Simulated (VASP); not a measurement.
SiC:

```xyz
4
Lattice="3.1984 0.0000 0.0000 -1.5992 2.7699 0.0000 0.0000 0.0000 5.0174" Properties=species:S:1:pos:R:3 pbc="T T T"
Si    0.0000    1.8466   -0.0111
Si    1.5992    0.9233    2.4976
C     0.0000    1.8466    1.8926
C     1.5992    0.9233    4.4013
```

This cell differs from its parent crystal: epitaxial xy strain +4.0%.

Program: VASP 6.6.1. Alike in all runs: task single point; potentials or basis VASP PAW PBE potentials, release 64 (Si, C); no spin polarisation; cell as given; cutoff (eV) 520.

Q: Order these runs on this cell by their band gap on the k mesh, lowest first.
A. level HSE06; k mesh 6 × 6 × 4; smearing gaussian 0.01 eV; grid for exact exchange (PRECFOCK) Normal; share of exact exchange 0.25; screening parameter 0.2079 1/Å
B. level PBE; k mesh 12 × 12 × 6; smearing fermi-dirac 0.02 eV
C. level r2SCAN; k mesh 12 × 12 × 6; smearing gaussian 0.01 eV

A: B (2.20 eV), C (2.60 eV), A (3.13 eV).

Caveats: the cell stands under tension.

A k mesh can miss the band edges.
